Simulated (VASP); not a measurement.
A run of VASP 6.6.1 is set up as follows.

INCAR

```
  PREC = Accurate
  ENCUT = 520
  EDIFF = 1E-7
  ISMEAR = 0
  SIGMA = 0.1
  LREAL = F
  LASPH = T
  NELM = 60
  ALGO = Normal
  ISIF = 2
  LWAVE = F
  LCHARG = T
  LDIPOL = T
  IDIPOL = 3
  DIPOL = 0.5 0.5 0.365
  GGA = PE
  LELF = T
  LVHAR = T
  LVACPOTAV = T
  NBANDS = 24
```

The input KPOINTS:

```
Automatic mesh
0
Gamma
  9 9 1
```

POSCAR

```
Hf3H
1.0
    3.0697355021      0.0000000000      0.0000000000
   -1.0232451674      2.8941743867      0.0000000000
    0.0000000000      0.0000000000     20.2814081478
Hf H
3 1
Direct
    0.5000000000      0.5000000000      0.1972249644
    0.0000000000      0.0000000000      0.3153436029
    0.5000000000      0.5000000000      0.4329782273
    0.6666666667      1.3333333333      0.5157001580
```

Potentials or basis: VASP PAW PBE potentials, release 64 (Hf_pv, H).

The run is started by

```console
$ cat potpaw_PBE.64/Hf_pv/POTCAR potpaw_PBE.64/H/POTCAR > POTCAR
$ mpirun -np 1 vasp_std > vasp.out
```

**Question.** Predict the largest force.

**Answer.** 1.050 eV/Å.

Forces in eV/Å, atoms in the order of the input:
```
Hf  -0.010  0.007  0.043
Hf  -0.026  0.018 -0.363
Hf  -0.818  0.578  0.315
H    0.854 -0.604  0.006
```
